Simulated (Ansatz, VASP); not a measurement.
# As: VASP beside Ansatz

```xyz
2
Lattice="3.3810 0.0000 0.0000 -1.6905 2.9280 0.0000 0.0000 0.0000 28.0000" Properties=species:S:1:pos:R:3 pbc="T T T"
As    0.0000    1.9520   15.0430
As    1.6905    0.9760   12.9570
```

Alike in both runs: task single point; functional PBE; k mesh 9 × 9 × 1; occupations gaussian, width 0.02 eV; no spin polarisation.

|  | VASP | Ansatz |
| --- | --- | --- |
| version | VASP 6.6.1 | Ansatz 0.2.0 |
| potentials or method | VASP PAW PBE potentials, release 64 (As), cutoff 520 eV | scalar-relativistic, plane waves, PAW |
| valence electrons in the cell | 10 | 30 |

```tsv
	VASP	Ansatz	Ansatz less VASP
gap on the k mesh at the Fermi level (eV)	none	none	-
rms of the force components (eV/Å)	1.054	1.051	-0.0036
```

Atom by atom the forces differ by 0.004 eV/Å (rms over components). A gap of «none» marks a metal or a gap that the smearing closes. With one functional, cell and mesh, what is left measures potentials, basis and numerics. VASP's potentials hold 10 valence electrons a cell and Ansatz's 30, so a difference there can come from the potentials and not from the codes.
